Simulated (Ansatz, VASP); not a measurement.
Two plane-wave programs on AlNi

```xyz
2
Lattice="2.8687 0.0000 0.0000 0.0000 2.8687 0.0000 0.0000 0.0000 2.8687" Properties=species:S:1:pos:R:3 pbc="T T T"
Al    0.0000    0.0000   -0.0595
Ni    1.4344    1.4344    1.4617
```

Change from the starting cell: mode 6 frozen in at -0.060 Å, equal normal strain along x, y and z -0.0083.

Alike in both runs: task single point; functional PBE; k mesh 16 × 16 × 16; occupations gaussian, width 0.15 eV; no spin polarisation.

|  | VASP | Ansatz |
| --- | --- | --- |
| version | VASP 6.6.1 | Ansatz 0.2.0 |
| potentials or method | VASP PAW PBE potentials, release 64 (Al, Ni), cutoff 520 eV | scalar-relativistic, plane waves, PAW |
| valence electrons in the cell | 13 | 21 |

|  | VASP | Ansatz | Ansatz less VASP |
| --- | --- | --- | --- |
| gap on the k mesh at the Fermi level (eV) | none | none | - |
| pressure (GPa) | 4.8 | 4.7 | -0.07 |
| traceless stress, the component that is largest in VASP (GPa) | -0.28 | -0.27 | +0.004 |
| rms of the force components (eV/Å) | 0.316 | 0.313 | -0.0021 |

Atom by atom the forces differ by 0.002 eV/Å (rms over components). A gap of «none» marks a metal or a gap that the smearing closes. VASP's potentials hold 13 valence electrons a cell and Ansatz's 21, so a difference there can come from the potentials and not from the codes.
